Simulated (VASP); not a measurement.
# Sc (P6_3/mmc) in VASP: a series of runs, part 2 of 2

VASP 6.6.1.

### 3 Single point, LDA

File INCAR:

```
SYSTEM = Sc
PREC = Accurate ; ENCUT = 500
EDIFF = 1E-6 ; ISMEAR = 1
SIGMA = 1.0 ; LREAL = .FALSE.
LASPH = .TRUE. ; NELM = 120
ALGO = Normal ; ISIF = 2
LWAVE = .FALSE. ; LCHARG = .FALSE.
NBANDS = 18 ; GGA_COMPAT = .FALSE.
```

File KPOINTS:

```
Automatic mesh
0
G
  11 11 6
  0 0 0
```

File POSCAR:

```
Sc
1.0
    3.2269060027      0.0000000000      0.0000000000
   -1.6134530014      2.7945825740      0.0000000000
    0.0000000000      0.0000000000      5.0094253455
Sc
2
Direct
    0.3333333333      0.6666666667      0.2500000000
    0.6666666667      0.3333333333      0.7500000000
```

Potentials or basis: VASP PAW LDA potentials, release 64 (Sc_sv).

The run is started by

```console
$ cat potpaw_LDA.64/Sc_sv/POTCAR > POTCAR
$ mpirun -np 1 vasp_std > vasp.out
```

OUTCAR:

```text
SYSTEM = Sc
   PREC = Accurate
   ENCUT = 500
   EDIFF = 1E-6
   ISMEAR = 1
   LREAL = .FALSE.
   LASPH = .TRUE.
   NELM = 120
   ISIF = 2

 ion  position               nearest neighbor table
   1  0.333  0.667  0.250-   2 3.12   2 3.12   2 3.12   2 3.12   2 3.12   2 3.12
   2  0.667  0.333  0.750-   1 3.12   1 3.12   1 3.12   1 3.12   1 3.12   1 3.12

  LATTYP: Found a hexagonal cell.
 ALAT       =     3.2269060027
 C/A-ratio  =     1.5523927072

  Lattice vectors:

 A1 = (   3.2269060027,   0.0000000000,   0.0000000000)
 A2 = (  -1.6134530014,   2.7945825740,   0.0000000000)
 A3 = (   0.0000000000,   0.0000000000,   5.0094253455)

Analysis of symmetry for initial positions (statically):
=====================================================================
 Subroutine PRICEL returns:
 Original cell was already a primitive cell.

 Routine SETGRP: Setting up the symmetry group for a
 hexagonal supercell.

 Subroutine GETGRP returns: Found 24 space group operations
 (whereof 12 operations were pure point group operations)
 out of a pool of 24 trial point group operations.

The static configuration has the point symmetry D_3d.
 The point group associated with its full space group is D_6h.

Analysis of symmetry for dynamics (positions and initial velocities):
=====================================================================
 Subroutine PRICEL returns:
 Original cell was already a primitive cell.

 Routine SETGRP: Setting up the symmetry group for a
 hexagonal supercell.

 Subroutine GETGRP returns: Found 24 space group operations
 (whereof 12 operations were pure point group operations)
 out of a pool of 24 trial point group operations.

The dynamic configuration has the point symmetry D_3d.
 The point group associated with its full space group is D_6h.

 Subroutine INISYM returns: Found 24 space group operations
 (whereof 12 operations are pure point group operations),
 and found     1 'primitive' translations

----------------------------------------------------------------------------------------

                                     Primitive cell

  volume of cell :      45.1743

  direct lattice vectors                    reciprocal lattice vectors
     3.226906003  0.000000000  0.000000000     0.309894369  0.178917597  0.000000000
    -1.613453001  2.794582574  0.000000000     0.000000000  0.357835195  0.000000000
     0.000000000  0.000000000  5.009425346     0.000000000  0.000000000  0.199623696

  length of vectors
     3.226906003  3.226906003  5.009425346     0.357835195  0.357835195  0.199623696

  position of ions in fractional coordinates (direct lattice)
     0.333333333  0.666666667  0.250000000
     0.666666667  0.333333333  0.750000000

  ion indices of the primitive-cell ions
   primitive index   ion index
                 1           1
                 2           2

----------------------------------------------------------------------------------------

 KPOINTS: Automatic mesh

Automatic generation of k-mesh.
 Grid dimensions read from file:
 generate k-points for:   11   11    6

 Generating k-lattice:

  Cartesian coordinates                     Fractional coordinates (reciprocal lattice)
     0.028172215  0.016265236  0.000000000     0.090909091  0.000000000  0.000000000
     0.000000000  0.032530472  0.000000000     0.000000000  0.090909091  0.000000000
     0.000000000  0.000000000  0.033270616     0.000000000  0.000000000  0.166666667

  Length of vectors
     0.032530472  0.032530472  0.033270616

  Shift w.r.t. Gamma in fractional coordinates (k-lattice)
     0.000000000  0.000000000  0.000000000

 Subroutine IBZKPT returns following result:
 ===========================================

 Found     64 irreducible k-points:

 Following reciprocal coordinates:
            Coordinates               Weight
  0.000000  0.000000  0.000000      1.000000
  0.090909 -0.000000  0.000000      6.000000
  0.181818 -0.000000  0.000000      6.000000
  0.272727  0.000000  0.000000      6.000000
  0.363636  0.000000  0.000000      6.000000
  0.454545 -0.000000  0.000000      6.000000
[... 16 lines left out ...]
  0.090909  0.090909  0.166667     12.000000
  0.181818  0.090909  0.166667     24.000000
 [... further k-points ...]
   k-points           NKPTS =     64   k-points in BZ     NKDIM =     64   number of bands    NBANDS=     18
   number of dos      NEDOS =    301   number of ions     NIONS =      2
   total plane-waves  NPLWV =  23040
   dimension x,y,z NGX =    24 NGY =   24 NGZ =   40
   dimension x,y,z NGXF=    48 NGYF=   48 NGZF=   80
   ions per type =               2
   NGX,Y,Z   is equivalent  to a cutoff of  12.36, 12.36, 13.27 a.u.
   NGXF,Y,Z  is equivalent  to a cutoff of  24.73, 24.73, 26.55 a.u.
 SYSTEM =  Sc
   PREC   = accura    normal or accurate (medium, high low for compatibility)
   ISTART =      0    job   : 0-new  1-cont  2-samecut
   ICHARG =      2    charge: 1-file 2-atom 10-const
   ISPIN  =      1    spin polarized calculation?
   LNONCOLLINEAR =      F non collinear calculations
   LSORBIT =      F    spin-orbit coupling
   LASPH  =      T    aspherical Exc in radial PAW
   ENCUT  =  500.0 eV  36.75 Ry    6.06 a.u.   5.88  5.88  9.13*2*pi/ulx,y,z
   NELM   =    120;   NELMIN=  2; NELMDL= -5     # of ELM steps
   EDIFF  = 0.1E-05   stopping-criterion for ELM
   LREAL  =      F    real-space projection
   EDIFFG = 0.1E-04   stopping-criterion for IOM
   NSW    =      0    number of steps for IOM
   IBRION =     -1    ionic relax: 0-MD 1-quasi-New 2-CG
   NFREE  =      0    steps in history (QN), initial steepest desc. (CG)
   ISIF   =      2    stress and relaxation
   ISYM   =      2    0-nonsym 1-usesym 2-fastsym
   POTIM  = 0.5000    time-step for ionic-motion
   TEBEG  =    0.0;   TEEND  =   0.0 temperature during run
   PSTRESS=    0.0 pullay stress
   NELECT =      22.0000    total number of electrons
   NUPDOWN=      -1.0000    fix difference up-down
   EMIN   =  10.00;   EMAX   =-10.00  energy-range for DOS
   EFERMI =   0.00;   METHOD = LEGACY
   ISMEAR =     1;   SIGMA  =   1.00  broadening in eV -4-tet -1-fermi 0-gaus
   EFERMI_NEDOS =   21; number of points for ismear=-14 and -15
   IALGO  =     38    algorithm
   IMIX   =      4    mixing-type and parameters
     AMIX     =   0.40;   BMIX     =  1.00
     AMIX_MAG =   1.60;   BMIX_MAG =  1.00
  volume/ion in A,a.u.               =      22.59       152.43
  Fermi-wavevector in a.u.,A,eV,Ry     =   1.288008  2.433983 22.571595  1.658965
  Thomas-Fermi vector in A             =   2.419988
   LORBIT       =      0    0 simple, 1 ext, 2 COOP (PROOUT), +10 PAW based schemes
   GGA     = CA    functional components
   LHFCALC =     F    Hartree Fock is set to
   AEXX    =    0.0000 exact exchange contribution
   IVDW    =     0    specifies the selected vdW correction
   LEPSILON=     F    determine dielectric tensor
   LRPA    =     F    only Hartree local field effects (RPA)
 non-spin polarized calculation
 Methfessel and Paxton  Order N= 1 SIGMA  =   1.00
  energy-cutoff  :      500.00
  volume of cell :       45.17
 maximum number of plane-waves:      1160
 NGX is ok and might be reduce to    24
   NGX = 11   NGY = 11   NGZ = 19

 number of electron      22.0000000 magnetization

 Free energy of the ion-electron system (eV)
  ---------------------------------------------------
  ext. energy  EPLUGINS =         0.00000000
  ---------------------------------------------------
  free energy    TOTEN  =       -13.49200066 eV

  energy without entropy =      -13.48193748  energy(sigma->0) =      -13.48864627

 E-fermi :   4.0104     XC(G=0): -10.5111

 val. band max:        4.0050868092   @ k =   0.2727   0.0909   0.0000
 cond. band min:       4.0171612666   @ k =   0.3636   0.2727   0.5000
 fundamental gap:      0.0120744574
 Fermi energy:         4.0103640343

 k-point     1 :       0.0000    0.0000    0.0000
  band No.  band energies     occupation
      1     -44.6436      2.00000
      2     -44.5334      2.00000
      3     -23.9228      2.00000
      4     -23.4226      2.00000
      5     -23.4226      2.00000
      6     -23.3306      2.00000
[... 10 lines left out ...]
     17       6.3863     -0.00396
     18       6.3863     -0.00396
[... 463 lines left out ...]
 k-point    24 :       0.1818    0.0909    0.1667
  band No.  band energies     occupation
      1     -44.6018      2.00000
      2     -44.5291      2.00000
      3     -23.8122      2.00000
      4     -23.5646      2.00000
      5     -23.5388      2.00000
      6     -23.4666      2.00000
[... 10 lines left out ...]
     17       6.8162     -0.00053
     18       7.0915     -0.00012

 [... further k-points ...]
[... 5 lines left out ...]
  --------------------------------------------------------------------------------------
  -------------------------------------------------------------------------------------
  Total       -0.0979206     -0.0979206      0.1363073      0.0000000      0.0000000      0.0000000
  in kB       -3.4729083     -3.4729083      4.8343550      0.0000000      0.0000000      0.0000000
  external PRESSURE =      -0.7038205 kB  Pullay stress =       0.0000000 kB

 VOLUME and BASIS-vectors are now :
 -----------------------------------------------------------------------------
  energy-cutoff  :      500.00
  volume of cell :       45.17
      direct lattice vectors                 reciprocal lattice vectors
     3.226906003  0.000000000  0.000000000     0.309894369  0.178917597  0.000000000
    -1.613453001  2.794582574  0.000000000     0.000000000  0.357835195  0.000000000
     0.000000000  0.000000000  5.009425346     0.000000000  0.000000000  0.199623696

 POSITION                                       TOTAL-FORCE (eV/Angst)
 -----------------------------------------------------------------------------------
     -0.00000      1.86306      1.25236        -0.000000      0.000000      0.000000
      1.61345      0.93153      3.75707         0.000000      0.000000      0.000000
 -----------------------------------------------------------------------------------
    total drift:                               -0.000000      0.000000     -0.000000

  FREE ENERGIE OF THE ION-ELECTRON SYSTEM (eV)
  ---------------------------------------------------
  free  energy   TOTEN  =       -13.4920006579 eV

  energy  without entropy=      -13.4819374842  energy(sigma->0) =      -13.48864627
```

OSZICAR:

```text
N       E                     dE             d eps       ncg     rms          rms(c)
DAV:   1     0.342583031244E+03    0.34258E+03   -0.10691E+04  2312   0.132E+03
DAV:   2     0.386494762452E+01   -0.33872E+03   -0.33210E+03  2856   0.553E+02
DAV:   3    -0.144671609226E+02   -0.18332E+02   -0.17542E+02  3740   0.164E+02
DAV:   4    -0.148116327408E+02   -0.34447E+00   -0.34102E+00  3580   0.202E+01
DAV:   5    -0.148155241655E+02   -0.38914E-02   -0.38939E-02  3908   0.238E+00    0.828E+00
DAV:   6    -0.136701060956E+02    0.11454E+01   -0.25327E+00  3050   0.186E+01    0.251E+00
DAV:   7    -0.135063232076E+02    0.16378E+00   -0.64255E-01  3174   0.842E+00    0.757E-01
DAV:   8    -0.134929272730E+02    0.13396E-01   -0.28647E-02  2854   0.230E+00    0.232E-01
DAV:   9    -0.134919792934E+02    0.94798E-03   -0.62963E-03  3326   0.820E-01    0.226E-02
DAV:  10    -0.134919995374E+02   -0.20244E-04   -0.11680E-04  3680   0.149E-01    0.532E-03
DAV:  11    -0.134920006802E+02   -0.11429E-05   -0.24375E-06  2410   0.174E-02    0.125E-03
DAV:  12    -0.134920006579E+02    0.22319E-07   -0.21266E-07  1658   0.891E-03
   1 F= -.13492001E+02 E0= -.13488646E+02  d E =-.100632E-01
```

stdout:

```text
POSCAR found type information on POSCAR Sc
 POSCAR found :  1 types and       2 ions
 scaLAPACK will be used
 LDA part: xc-table for (Slater(with rela. corr.)+CA(PZ))
 , standard interpolation
 POSCAR, INCAR and KPOINTS ok, starting setup
 FFT: planning ... GRIDC
 FFT: planning ... GRID_SOFT
 FFT: planning ... GRID
 WAVECAR not read
 entering main loop
```

It took 13 s on 1 thread of Intel Xeon 6975P-C (Granite Rapids), shared host; peak memory 0.16 GiB.

What came out:

```yaml
Free_energy: -13.4920 eV
Pressure: -0.1 GPa
Band_gap_on_the_k_mesh: zero (band 11 reaches 4.98 eV, above the bottom of band 12 at 3.41 eV)
```

Stress tensor (GPa, compression positive):
```
-0.35  0.00  0.00
 0.00 -0.35  0.00
 0.00  0.00  0.48
```

### 4 Single point, LDA

File INCAR:

```
PREC = Accurate
ENCUT = 500
EDIFF = 1E-6
ISMEAR = -1
SIGMA = 0.1
LREAL = False
LASPH = True
NELM = 120
ALGO = Normal
ISIF = 2
LWAVE = False
LCHARG = True
GGA = CA
LELF = True
LVHAR = True
NBANDS = 18
GGA_COMPAT = False
```

File KPOINTS:

```
Automatic mesh
0
Gamma
  12 12 7
```

POSCAR is that of step 3.

The run is started by

```console
$ cat potpaw_LDA.64/Sc_sv/POTCAR > POTCAR
$ mpirun -np 1 vasp_std > vasp.out
```

Wall time 15 s (1 thread of Intel Xeon 6975P-C (Granite Rapids), shared host); peak memory 0.17 GiB.

It converged, with:

```yaml
Free_energy: -13.5086 eV
Pressure: 0.1 GPa
Band_gap_on_the_k_mesh: zero (band 11 reaches 4.93 eV, above the bottom of band 12 at 3.38 eV)
```

Levels at points of the mesh, in eV from the Fermi level:
```csv
k point,band 7,band 8,band 9,band 10,band 11,band 12,band 13,band 14,band 15,band 16
"(0.00, 0.00, 0.00)",-27.29,-27.26,-5.22,-1.76,0.95,1.64,1.64,1.95,2.15,2.15
"(0.50, 0.00, 0.00)",-27.41,-27.34,-1.64,-1.17,-0.80,-0.24,1.34,1.42,2.02,4.06
```

### 5 Overview

```tsv
k mesh	smearing	gap on the mesh (eV)	pressure (GPa)
11 × 11 × 6	methfessel-paxton 0.3 eV	none	-0.1
11 × 11 × 6	methfessel-paxton 1 eV	none	-0.1
12 × 12 × 7	fermi-dirac 0.1 eV	none	0.1
```

Alike in all rows: task single point; level LDA; potentials or basis VASP PAW LDA potentials, release 64 (Sc_sv); no spin polarisation; cell as given; cutoff (eV) 500.

Every run on the cell as given and a fine mesh finds a metal.

Absolute energies hang on the potentials; compare differences alone.
